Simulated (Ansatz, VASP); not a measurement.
**Two plane-wave programs on LiCl**

Contents of POSCAR:

```
LiCl
1.0
    3.5749486091      0.0000000000      0.0000000000
   -1.7874743045      3.0959963127      0.0000000000
    0.0000000000      0.0000000000      6.0240820259
Li Cl
2 2
Direct
    0.0000000000      0.0000000000      0.0000000000
    0.0000000000      0.0000000000      0.5000000000
    0.3333333333      0.6666666667      0.2500000000
    0.6666666667      0.3333333333      0.7500000000
```

The input INCAR.step1:

```
SYSTEM = LiCl
  ALGO = Normal
  EDIFF = 1E-5
  ENCUT = 520
  GGA = PE
  ISIF = 2
  ISMEAR = 0
  LASPH = .True.
  LCHARG = .False.
  LREAL = .False.
  LWAVE = .True.
  NBANDS = 18
  NELM = 80
  PREC = Accurate
  SIGMA = 0.01
```

INCAR.step2

```
SYSTEM = LiCl
  ALGO = Normal
  EDIFF = 1E-7
  ENCUT = 520
  GGA = PE
  HFSCREEN = 0.2079
  ISIF = 2
  ISMEAR = 0
  ISTART = 1
  LASPH = .True.
  LCHARG = .False.
  LHFCALC = .True.
  LREAL = .False.
  LWAVE = .False.
  NBANDS = 18
  NELM = 80
  PREC = Accurate
  PRECFOCK = Normal
  SIGMA = 0.01
```

Contents of KPOINTS:

```
k-points
0
Gamma
  6 6 2
  0 0 0
```

Input for Ansatz:

```yaml
crystal:
  lattice:
    - [3.5749486091, 0.0, 0.0]
    - [-1.7874743045, 3.0959963127, 0.0]
    - [0.0, 0.0, 6.0240820259]
  atoms:
    - { symbol: Li, position: [0.0, 0.0, 0.0] }
    - { symbol: Li, position: [0.0, 0.0, 0.5] }
    - { symbol: Cl, position: [0.3333333333, 0.6666666667, 0.25] }
    - { symbol: Cl, position: [0.6666666667, 0.3333333333, 0.75] }
kpoints:
  mp_grid: { grid: [6, 6, 2] }
hamiltonian:
  xc: hse06
scf:
  occupations: { method: fixed }
  n_extra_bands: 5
output:
  forces: true
  stress: true
  eigenvalues: true
```

Alike in both runs: task single point; functional HSE06; k mesh 6 × 6 × 2; no spin polarisation.

|  | VASP | Ansatz |
| --- | --- | --- |
| version | VASP 6.6.1 | Ansatz 0.2.0 |
| potentials or method | VASP PAW PBE potentials, release 64 (Li_sv, Cl) | plane waves, PAW |
| plane-wave cutoff (eV) | 520 | 420 |
| occupations | gaussian, width 0.01 eV | fixed |
| valence electrons in the cell | 20 | 20 |

Ansatz gave:

| Item | Value |
| --- | --- |
| gap on the k mesh at the Fermi level (eV) | 7.75 |

Problem. Estimate VASP's values.

Solution. gap on the k mesh at the Fermi level (eV): 7.76.

Ansatz's warnings: stress exchange threshold loose, stress scf threshold loose.

The k mesh is coarse, so the values compare programs but aren't converged. Noted on VASP's run: the cutoff is short for stress, so the pressure is rough.
